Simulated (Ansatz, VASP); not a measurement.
Two plane-wave programs on TiPtF6

Contents of POSCAR:

```
TiPtF6
1.0
    3.1790990091      1.8354536706      2.4761257091
   -3.1790990091      1.8354536706      2.4761257091
    0.0000000000     -3.6709073356      2.4761257132
Ti Pt F
1 1 6
Direct
    0.5000000000      0.5000000000      0.5000000000
    0.0000000000      0.0000000000      0.0000000000
    0.9252486421      0.3190340947      0.3190340947
    0.3190340947      0.9252486421      0.3190340947
    0.3190340947      0.3190340947      0.9252486421
    0.0747513579      0.6809659053      0.6809659053
    0.6809659053      0.0747513579      0.6809659053
    0.6809659053      0.6809659053      0.0747513579
```

Contents of INCAR.step1:

```
SYSTEM = TiPtF6
PREC = Accurate
ENCUT = 660
ISMEAR = -1
SIGMA = 0.03
LREAL = .False.
LASPH = .True.
NELM = 120
NBANDS = 42
GGA = PE
ALGO = Normal
EDIFF = 1E-5
LWAVE = .True.
LCHARG = .False.
GGA_COMPAT = .False.
```

File INCAR.step2:

```
SYSTEM = TiPtF6
PREC = Accurate
ENCUT = 660
EDIFF = 1E-6
ISMEAR = -1
SIGMA = 0.03
LREAL = .False.
LASPH = .True.
NELM = 120
ALGO = Normal
ISIF = 2
LWAVE = .False.
LCHARG = .False.
METAGGA = R2SCAN
LMIXTAU = .True.
LUSE_VDW = .True.
IVDW_NL = 2
BPARAM = 11.95
CPARAM = 0.0093
NBANDS = 42
ISTART = 1
GGA_COMPAT = .False.
```

The input KPOINTS:

```
regular mesh
0
Gamma
  6 6 6
  0 0 0
```

Input for Ansatz:

```yaml
crystal:
  lattice:
    - [3.1790990091, 1.8354536706, 2.4761257091]
    - [-3.1790990091, 1.8354536706, 2.4761257091]
    - [0.0, -3.6709073356, 2.4761257132]
  atoms:
    - { symbol: Ti, position: [0.5, 0.5, 0.5] }
    - { symbol: Pt, position: [0.0, 0.0, 0.0] }
    - { symbol: F, position: [0.9252486421, 0.3190340947, 0.3190340947] }
    - { symbol: F, position: [0.3190340947, 0.9252486421, 0.3190340947] }
    - { symbol: F, position: [0.3190340947, 0.3190340947, 0.9252486421] }
    - { symbol: F, position: [0.0747513579, 0.6809659053, 0.6809659053] }
    - { symbol: F, position: [0.6809659053, 0.0747513579, 0.6809659053] }
    - { symbol: F, position: [0.6809659053, 0.6809659053, 0.0747513579] }
kpoints:
  mp_grid: { grid: [6, 6, 6] }
  band_path:
    path:
      - [0.0, 0.0, 0.0]
      - [0.5, 0.0, 0.0]
      - [0.5, -0.5, 0.5]
      - [0.469991017, -0.530008983, 0.469991017]
      - [0.5, -0.5, 0.0]
    npoints: 1
hamiltonian:
  xc: r2scan
  dispersion: rvv10
scf:
  occupations: { method: fermi_dirac, width: 0.03 }
  n_extra_bands: 6
output:
  forces: true
  stress: true
  eigenvalues: true
```

Alike in both runs: task single point; functional r2SCAN; dispersion rVV10; k mesh 6 × 6 × 6; occupations fermi-dirac, width 0.03 eV; no spin polarisation.

|  | VASP | Ansatz |
| --- | --- | --- |
| version | VASP 6.6.1 | Ansatz 0.2.0 |
| potentials or method | VASP PAW PBE potentials, release 64 (Ti_sv, Pt, F) | plane waves, PAW |
| plane-wave cutoff (eV) | 660 | 500 |
| valence electrons in the cell | 64 | 72 |

```csv
,VASP,Ansatz,Ansatz less VASP
pressure (GPa),0.8,0.0,-0.75
"traceless stress, the component that is largest in VASP (GPa)",0.35,-0.02,-0.376
rms of the force components (eV/Å),0.087,0.001,-0.0867
```

VASP's potentials were made for PBE, not for r2SCAN. Atom by atom the forces differ by 0.087 eV/Å (rms over components). VASP's potentials hold 64 valence electrons a cell and Ansatz's 72, so a difference there can come from the potentials and not from the codes.

Neither program's run includes spin-orbit coupling.
